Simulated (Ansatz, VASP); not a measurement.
CsI in VASP and in Ansatz

File INCAR:

```
PREC = Accurate
ENCUT = 500
EDIFF = 1E-6
ISMEAR = 0
SIGMA = 0.05
LREAL = False
LASPH = True
NELM = 120
ALGO = Normal
ISIF = 2
LWAVE = False
LCHARG = False
GGA = PE
NBANDS = 15
GGA_COMPAT = False
```

File KPOINTS:

```
Automatic mesh
0
Gamma
  8 8 8
```

POSCAR

```
CsI
1.0
    4.7718823157      0.0000000000      0.0000000000
    0.0000000000      4.7718823157      0.0000000000
    0.0000000000      0.0000000000      4.7718823157
Cs I
1 1
Direct
    0.0000000000      0.0000000000      0.0000000000
    0.5000000000      0.5000000000      0.5000000000
```

Input for Ansatz:

```yaml
crystal:
  lattice:
    - [4.7718823157, 0.0, 0.0]
    - [0.0, 4.7718823157, 0.0]
    - [0.0, 0.0, 4.7718823157]
  atoms:
    - { symbol: Cs, position: [0.0, 0.0, 0.0] }
    - { symbol: I, position: [0.5, 0.5, 0.5] }
basis:
  ecutwfc: 420
  ecutrho_ratio: 4
kpoints:
  mp_grid: { grid: [8, 8, 8] }
hamiltonian:
  xc: pbe
scf:
  occupations: { method: gaussian, width: 0.05 }
output:
  forces: true
  stress: true
  eigenvalues: true
```

Alike in both runs: task single point; functional PBE; k mesh 8 × 8 × 8; occupations gaussian, width 0.05 eV; no spin polarisation.

|  | VASP | Ansatz |
| --- | --- | --- |
| version | VASP 6.6.1 | Ansatz 0.2.0 |
| potentials or method | VASP PAW PBE potentials, release 64 (Cs_sv, I), cutoff 500 eV | scalar-relativistic, plane waves, PAW |
| valence electrons in the cell | 16 | 26 |

VASP gave:

* gap on the k mesh at the Fermi level (eV): 3.49
* least direct gap on the mesh (eV): 3.59
* pressure (GPa): -0.5

Task: What did Ansatz give for the same quantities?

Result: gap on the k mesh at the Fermi level (eV): 3.50; least direct gap on the mesh (eV): 3.60; pressure (GPa): -0.6.

VASP's potentials hold 16 valence electrons a cell and Ansatz's 26, so a difference there can come from the potentials and not from the codes.

Spin-orbit coupling is off throughout.
